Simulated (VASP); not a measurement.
# Ti (Fm-3m) in VASP: notebook, part 2 of 2

VASP 6.6.1. Earlier steps stand in the parts before.

## Step 3: Single point, PBEsol-based global hybrid

This run uses another cell than the first one, of 16.77 Å³/atom, 1.003 times its volume.

POSCAR reads:

```
Ti
1.0
    0.0000000000      2.0317435586      2.0317435586
    2.0317435586      0.0000000000      2.0317435586
    2.0317435586      2.0317435586      0.0000000000
Ti
1
Direct
    0.0000000000      0.0000000000      0.0000000000
```

INCAR.step1 reads:

```
ALGO = Normal
EDIFF = 1E-5
ENCUT = 520
GGA = PE
ISIF = 2
ISMEAR = -1
LASPH = True
LCHARG = False
LREAL = False
LWAVE = True
NBANDS = 12
NELM = 80
PREC = Accurate
SIGMA = 0.05
```

INCAR.step2 reads:

```
AEXX = 0.25
ALGO = Normal
EDIFF = 1E-7
ENCUT = 520
GGA = PS
ISIF = 2
ISMEAR = -1
ISTART = 1
LASPH = True
LCHARG = False
LHFCALC = True
LREAL = False
LWAVE = False
NBANDS = 12
NELM = 80
PREC = Accurate
PRECFOCK = Normal
SIGMA = 0.05
```

KPOINTS reads:

```
k-points
0
Gamma
  6 6 6
```

Potentials or basis: VASP PAW PBE potentials, release 64 (Ti_sv).

Command:

```sh
$ cat potpaw_PBE.64/Ti_sv/POTCAR > POTCAR
$ cp INCAR.step1 INCAR
$ mpirun -np 1 vasp_std > vasp.out
$ cp INCAR.step2 INCAR
$ mpirun -np 1 vasp_std > vasp.out
```

OUTCAR:

```text
AEXX = 0.25
   EDIFF = 1E-7
   ENCUT = 520
   GGA = PS
   ISIF = 2
   ISMEAR = -1
   ISTART = 1
   LASPH = True
   LHFCALC = True
   LREAL = False
   NELM = 80
   PREC = Accurate
   PRECFOCK = Normal

 ion  position               nearest neighbor table
   1  0.000  0.000  0.000-

  LATTYP: Found a face centered cubic cell.
 ALAT       =     4.0634871172

  Lattice vectors:

 A1 = (   0.0000000000,   2.0317435586,   2.0317435586)
 A2 = (   2.0317435586,   0.0000000000,   2.0317435586)
[... 418 lines left out ...]
     12      20.7162      0.00000

------------------------ aborting loop because EDIFF is reached ----------------------------------------

  FORCE on cell =-STRESS in cart. coord.  units (eV):
  Direction    XX          YY          ZZ          XY          YZ          ZX
  --------------------------------------------------------------------------------------
  -------------------------------------------------------------------------------------
  Total       -0.0708418     -0.0708418     -0.0708418     -0.0000000     -0.0000000     -0.0000000
  in kB       -6.7664925     -6.7664925     -6.7664925     -0.0000000     -0.0000000     -0.0000000
  external PRESSURE =      -6.7664925 kB  Pullay stress =       0.0000000 kB

 VOLUME and BASIS-vectors are now :
 -----------------------------------------------------------------------------
  energy-cutoff  :      520.00
  volume of cell :       16.77
      direct lattice vectors                 reciprocal lattice vectors
     0.000000000  2.031743559  2.031743559    -0.246094050  0.246094050  0.246094050
     2.031743559  0.000000000  2.031743559     0.246094050 -0.246094050  0.246094050
     2.031743559  2.031743559  0.000000000     0.246094050  0.246094050 -0.246094050

 POSITION                                       TOTAL-FORCE (eV/Angst)
 -----------------------------------------------------------------------------------
      0.00000      0.00000      0.00000         0.000000      0.000000      0.000000
 -----------------------------------------------------------------------------------
    total drift:                                0.000000      0.000000      0.000000

  FREE ENERGIE OF THE ION-ELECTRON SYSTEM (eV)
  ---------------------------------------------------
  free  energy   TOTEN  =       -10.7501237484 eV

  energy  without entropy=      -10.7442233336  energy(sigma->0) =      -10.74717354
```

OUTCAR.step1:

```text
EDIFF = 1E-5
   ENCUT = 520
   GGA = PE
   ISIF = 2
   ISMEAR = -1
   LASPH = True
[... 444 lines left out ...]

 POSITION                                       TOTAL-FORCE (eV/Angst)
 -----------------------------------------------------------------------------------
      0.00000      0.00000      0.00000         0.000000      0.000000      0.000000
 -----------------------------------------------------------------------------------
    total drift:                               -0.000000      0.000000      0.000000

  FREE ENERGIE OF THE ION-ELECTRON SYSTEM (eV)
  ---------------------------------------------------
  free  energy   TOTEN  =        -7.7739832617 eV

  energy  without entropy=       -7.7542922923  energy(sigma->0) =       -7.76413778
```

Wall time 11 min (1 thread of Intel Xeon Platinum 8488C (Sapphire Rapids), shared host); peak memory 0.15 GiB.

What came out:

```
Free energy            : -10.7501 eV
Pressure               : -0.7 GPa
Band gap on the k mesh : zero (band 6 reaches 10.29 eV, above the bottom of band 7 at 8.24 eV)
```

Levels at points of the mesh, in eV from the Fermi level:
```
           k point  band 3  band 4  band 5  band 6  band 7  band 8  band 9  band 10
(0.00, 0.00, 0.00)  -35.83  -35.83   -7.69    1.99    1.99    1.99    4.21     4.21
(0.50, 0.00, 0.00)  -35.92  -35.92   -3.52    0.75    1.99    1.99    5.19     5.19
(0.50, 0.50, 0.00)  -36.09  -36.09   -3.34   -2.53    3.73    5.40    5.47     5.47
```

Caveat: the k points lie up to 0.45 Å⁻¹ apart; the PAW data sets were made with another functional, which shifts forces and pressure a little.

## Step 4: Single point, B3LYP

POSCAR reads:

```
Ti
1.0
    0.0000000000      2.0300000000      2.0300000000
    2.0300000000      0.0000000000      2.0300000000
    2.0300000000      2.0300000000      0.0000000000
Ti
1
Direct
    0.0000000000      0.0000000000      0.0000000000
```

INCAR.step1 reads:

```
SYSTEM = Ti
PREC = Accurate ; ENCUT = 520
EDIFF = 1E-5 ; ISMEAR = -1
SIGMA = 0.05 ; LREAL = .False.
LASPH = .True. ; NELM = 60
ALGO = Normal ; ISIF = 2
LWAVE = .True. ; LCHARG = .False.
GGA = PE ; NBANDS = 12
```

INCAR.step2 reads:

```
SYSTEM = Ti
PREC = Accurate ; ENCUT = 520
EDIFF = 1E-7 ; ISMEAR = -1
SIGMA = 0.05 ; LREAL = .False.
LASPH = .True. ; NELM = 60
ALGO = Normal ; ISIF = 2
LWAVE = .False. ; LCHARG = .False.
GGA = B3 ; LHFCALC = .True.
AEXX = 0.2 ; AGGAX = 0.72
AGGAC = 0.81 ; ALDAC = 0.19
PRECFOCK = Normal ; ISTART = 1
NBANDS = 12
```

KPOINTS reads:

```
regular mesh
0
Gamma
  6 6 6
  0 0 0
```

Potentials or basis: VASP PAW PBE potentials, release 64 (Ti_sv).

Command:

```sh
$ cat potpaw_PBE.64/Ti_sv/POTCAR > POTCAR
$ cp INCAR.step1 INCAR
$ mpirun -np 1 vasp_std > vasp.out
$ cp INCAR.step2 INCAR
$ mpirun -np 1 vasp_std > vasp.out
```

OUTCAR:

```text
SYSTEM = Ti
   PREC = Accurate
   ENCUT = 520
   EDIFF = 1E-7
   ISMEAR = -1
   LREAL = .False.
   LASPH = .True.
   NELM = 60
   ISIF = 2
   GGA = B3
   LHFCALC = .True.
   AEXX = 0.2
   PRECFOCK = Normal
   ISTART = 1

 ion  position               nearest neighbor table
   1  0.000  0.000  0.000-

  LATTYP: Found a face centered cubic cell.
 ALAT       =     4.0600000000

  Lattice vectors:
[... 417 lines left out ...]
      8      12.4717      0.00000
      9      13.7580      0.00000
     10      16.8410      0.00000
     11      20.3075      0.00000
     12      20.9681      0.00000

------------------------ aborting loop because EDIFF is reached ----------------------------------------

  FORCE on cell =-STRESS in cart. coord.  units (eV):
  Direction    XX          YY          ZZ          XY          YZ          ZX
  --------------------------------------------------------------------------------------
  -------------------------------------------------------------------------------------
  Total        0.5728668      0.5728668      0.5728668     -0.0000000     -0.0000000     -0.0000000
  in kB       54.8587799     54.8587799     54.8587799     -0.0000000     -0.0000000     -0.0000000
  external PRESSURE =      54.8587799 kB  Pullay stress =       0.0000000 kB

 VOLUME and BASIS-vectors are now :
 -----------------------------------------------------------------------------
  energy-cutoff  :      520.00
  volume of cell :       16.73
      direct lattice vectors                 reciprocal lattice vectors
     0.000000000  2.030000000  2.030000000    -0.246305419  0.246305419  0.246305419
     2.030000000  0.000000000  2.030000000     0.246305419 -0.246305419  0.246305419
     2.030000000  2.030000000  0.000000000     0.246305419  0.246305419 -0.246305419

 POSITION                                       TOTAL-FORCE (eV/Angst)
 -----------------------------------------------------------------------------------
      0.00000      0.00000      0.00000        -0.000000     -0.000000      0.000000
 -----------------------------------------------------------------------------------
    total drift:                               -0.000000     -0.000000     -0.000000

  FREE ENERGIE OF THE ION-ELECTRON SYSTEM (eV)
  ---------------------------------------------------
  free  energy   TOTEN  =        -8.8744360492 eV

  energy  without entropy=       -8.8714979485  energy(sigma->0) =       -8.87296700
```

OSZICAR.step1:

```text
N       E                     dE             d eps       ncg     rms          rms(c)
DAV:   1     0.817148110125E+02    0.81715E+02   -0.67244E+03   384   0.123E+03
DAV:   2    -0.489650628745E+01   -0.86611E+02   -0.84282E+02   388   0.293E+02
DAV:   3    -0.859631661357E+01   -0.36998E+01   -0.36550E+01   512   0.636E+01
DAV:   4    -0.872359888369E+01   -0.12728E+00   -0.12723E+00   412   0.110E+01
DAV:   5    -0.872757042750E+01   -0.39715E-02   -0.39715E-02   488   0.176E+00    0.861E+00
DAV:   6    -0.777734932782E+01    0.95022E+00   -0.18797E+00   404   0.210E+01    0.233E+00
DAV:   7    -0.776199566008E+01    0.15354E-01   -0.98195E-02   448   0.388E+00    0.131E+00
DAV:   8    -0.777228233112E+01   -0.10287E-01   -0.38821E-02   404   0.236E+00    0.126E-01
DAV:   9    -0.777267262056E+01   -0.39029E-03   -0.34889E-03   476   0.609E-01    0.868E-02
DAV:  10    -0.777275767335E+01   -0.85053E-04   -0.20842E-04   432   0.160E-01    0.262E-02
DAV:  11    -0.777273176041E+01    0.25913E-04   -0.29155E-05   436   0.636E-02    0.697E-03
DAV:  12    -0.777273179947E+01   -0.39065E-07   -0.70901E-07   240   0.882E-03
   1 F= -.77727318E+01 E0= -.77628935E+01  d E =-.196766E-01
```

Run time: 10 min. Hardware: 1 thread of Intel Xeon Platinum 8488C (Sapphire Rapids), shared host; peak memory 0.15 GiB.

What came out:

* Free energy: -8.8744 eV
* Pressure: 5.5 GPa
* Band gap on the k mesh: zero (band 6 reaches 10.41 eV, above the bottom of band 7 at 8.52 eV)

Levels at points of the mesh, in eV from the Fermi level:
```csv
k point,band 3,band 4,band 5,band 6,band 7,band 8,band 9,band 10
"(0.00, 0.00, 0.00)",-35.26,-35.26,-7.24,1.63,1.63,1.63,3.74,3.74
"(0.50, 0.00, 0.00)",-35.36,-35.36,-3.36,0.92,1.61,1.61,4.71,4.71
"(0.50, 0.50, 0.00)",-35.53,-35.53,-3.24,-2.51,3.71,4.90,4.98,4.98
```

Caveat: the k points lie up to 0.45 Å⁻¹ apart; the PAW data sets were made with another functional, which shifts forces and pressure a little.

## Step 5: Summary

```tsv
level	cell	share of exact exchange	gap on the mesh (eV)	pressure (GPa)
PBEsol-based global hybrid	a = 2.871 Å, angles 60.0°, 1 atom	0.25	none	-0.4
PBEsol-based global hybrid	a = 2.873 Å, angles 60.0°, 1 atom	0.25	none	-0.7
B3LYP	a = 2.871 Å, angles 60.0°, 1 atom	-	none	5.5
```

Alike in all rows: task single point; potentials or basis VASP PAW PBE potentials, release 64 (Ti_sv); no spin polarisation; k mesh 6 × 6 × 6; cutoff (eV) 520; smearing fermi-dirac 0.05 eV.

Caveats: all runs use coarse meshes; the PAW data sets were made with another functional, which shifts forces and pressure a little.

Absolute energies hang on the potentials; compare differences alone.
